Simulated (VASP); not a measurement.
**SiGe3: single point with PBE**

The system is SiGe3.

```
CELL_PARAMETERS angstrom
1.96632 1.13525 6.41994
-1.96632 1.13525 6.41994
0.00000 -2.27051 6.41994
ATOMIC_POSITIONS crystal
Si 0.00001 0.00001 0.00001
Ge 0.50004 0.50004 0.50004
Ge 0.37325 0.37325 0.37325
Ge 0.87670 0.87670 0.87670
```

```
Program             : VASP 6.6.1
Task                : single point
Functional          : PBE
Potentials or basis : VASP PAW PBE potentials, release 64 (Si, Ge_d)
Cutoff              : 520 eV
k mesh              : 6 × 6 × 6
Occupations         : gaussian, width 0.01 eV
Spin                : no spin polarisation
```

- Pressure: 4.7 GPa
- Largest force: 0.039 eV/Å
- Band gap on the k mesh: 0.40 eV (least direct gap 0.50 eV)

Forces on the atoms (eV/Å):
```
Si   0.000  0.000  0.039
Ge   0.000  0.000 -0.030
Ge   0.000  0.000 -0.010
Ge   0.000  0.000  0.001
```

Stress tensor (GPa, compression positive):
```
4.74 0.00 0.00
0.00 4.74 0.00
0.00 0.00 4.49
```

Levels at points of the mesh, in eV from the valence-band top:
```
           k point  band 21  band 22  band 23  band 24  band 25  band 26
(0.00, 0.00, 0.00)    -0.06     0.00     0.00     0.50     1.10     2.48
(0.50, 0.00, 0.00)    -3.76    -2.57    -2.32     1.22     1.64     4.29
(0.50, 0.50, 0.00)    -3.13    -1.41    -1.41     0.40     0.66     0.90
(0.50, 0.50, 0.50)    -1.09    -0.72    -0.72     1.03     1.13     3.34
```

Run time: 94 s on 1 thread of Intel(R) Xeon(R) 6975P-C (Granite Rapids), on a shared host, peak memory 0.41 GiB.

Caveat: the cell stands under pressure. A k mesh can miss the band edges.
